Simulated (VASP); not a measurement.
Runs of VASP 6.6.1 on TaN. The structure is that of space group Fm-3m (No. 225), or close to it. The cells are those of the table. 

```csv
potentials or basis,cell,cutoff (eV),second run,gap on the mesh (eV),pressure (GPa)
"VASP PAW PBE potentials, release 64 (Ta_pv, N)","a = 3.043, b = 3.043, c = 3.005 Å, angles 60.4, 60.4, 59.2°, 2 atoms",520,-,none,(b)
"VASP PAW PBE potentials, release 64 (Ta_pv, N)","a = 3.197, b = 3.197, c = 3.159 Å, angles 60.4, 60.4, 59.2°, 2 atoms",520,-,none,-24.3
"VASP PAW PBE potentials, release 64 (Ta_pv, N)","a = 2.966, b = 2.966, c = 2.927 Å, angles 60.4, 60.4, 59.1°, 2 atoms",520,-,none,70.9
"VASP PAW PBE potentials, release 64 (Ta_pv, N)","a = 3.160, b = 3.160, c = 3.082 Å, angles 60.8, 60.8, 58.4°, 2 atoms",520,-,none,-9.3
"VASP PAW PBE potentials, release 64 (Ta_pv, N)","a = 3.236 Å, angles 60.0°, 2 atoms",520,-,none,-35.0
"VASP PAW PBE potentials, release 64 (Ta_sv_GW, N)","a = 3.122, b = 3.122, c = 3.005 Å, angles 61.2, 61.2, 57.5°, 2 atoms",600,valence_matched,none,(a)
"VASP PAW PBE potentials, release 64 (Ta_pv, N)","a = 2.927 Å, angles 60.0°, 2 atoms",520,-,none,87.7
"VASP PAW PBE potentials, release 64 (Ta_pv, N)","a = 3.045, b = 3.045, c = 2.927 Å, angles 61.3, 61.3, 57.5°, 2 atoms",520,-,none,(c)
```

Alike in all rows: task single point; level PBEsol; no spin polarisation; k mesh 18 × 18 × 18; smearing gaussian 0.15 eV.

Problem. Fill in the values left out.

Solution. (a) 10.3; (b) 27.8; (c) 47.2.

Caveats: the PAW data sets were made with another functional, which shifts forces and pressure a little; spin-orbit coupling is left out, which moves the levels of the heavy elements.

A k mesh can miss the band edges, and the runs leave out spin-orbit coupling on Ta.

A gap of «none» marks levels without a gap at the run's occupations.

The runs don't all hold the same shells in valence.
